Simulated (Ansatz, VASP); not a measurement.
## Ti: VASP beside Ansatz

```xyz
3
Lattice="4.6000 0.0000 0.0000 -2.3000 3.9837 0.0000 0.0000 0.0000 2.8200" Properties=species:S:1:pos:R:3 pbc="T T T"
Ti    0.0000    0.0000    0.0000
Ti    0.0000    2.6558    1.4100
Ti    2.3000    1.3279    1.4100
```

Alike in both runs: task relaxation of cell and atoms; functional BLYP; dispersion D3(BJ); k mesh 8 × 8 × 11; occupations gaussian, width 0.1 eV; no spin polarisation.

|  | VASP | Ansatz |
| --- | --- | --- |
| version | VASP 6.6.1 | Ansatz 0.2.0 |
| potentials or method | VASP PAW PBE potentials, release 64 (Ti_sv) | plane waves, PAW |
| plane-wave cutoff (eV) | 600 | 420 |
| valence electrons in the cell | 36 | 36 |

Ansatz gave:

| Item | Value |
| --- | --- |
| relaxed volume (Å³/atom) | 15.37 |
| relaxed cell length with the largest relative difference (Å) | 4.407 |

Question: Which values does VASP return?

Answer: Relaxed volume (Å³/atom): 15.35; relaxed cell length with the largest relative difference (Å): 4.405.

VASP's potentials were made for PBE, not for BLYP.
